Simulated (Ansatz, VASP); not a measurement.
**One calculation of Pt, two programs**

```
CELL_PARAMETERS angstrom
0.00000 2.00685 1.90895
2.00685 0.00000 1.90895
2.00685 2.00685 0.00000
ATOMIC_POSITIONS crystal
Pt 0.00000 0.00000 0.00000
```

Change from the starting cell: strain +0.025 along x and y, -0.025 along z, atoms carried along.

Alike in both runs: task single point; functional PBEsol; k mesh 20 × 20 × 20; occupations gaussian, width 0.15 eV; no spin polarisation.

|  | VASP | Ansatz |
| --- | --- | --- |
| version | VASP 6.6.1 | Ansatz 0.2.0 |
| potentials or method | VASP PAW PBE potentials, release 64 (Pt), cutoff 520 eV | scalar-relativistic, plane waves, PAW |
| valence electrons in the cell | 10 | 18 |

|  | VASP | Ansatz | Ansatz less VASP |
| --- | --- | --- | --- |
| gap on the k mesh at the Fermi level (eV) | none | none | - |
| pressure (GPa) | -6.1 | -5.7 | +0.39 |
| traceless stress, the component that is largest in VASP (GPa) | 2.42 | 2.43 | +0.006 |

VASP's potentials were made for PBE, not for PBEsol. A gap of «none» marks a metal or a gap that the smearing closes. With one functional, cell and mesh, what is left measures potentials, basis and numerics. VASP's potentials hold 10 valence electrons a cell and Ansatz's 18, so a difference there can come from the potentials and not from the codes.

Spin-orbit coupling is off throughout.
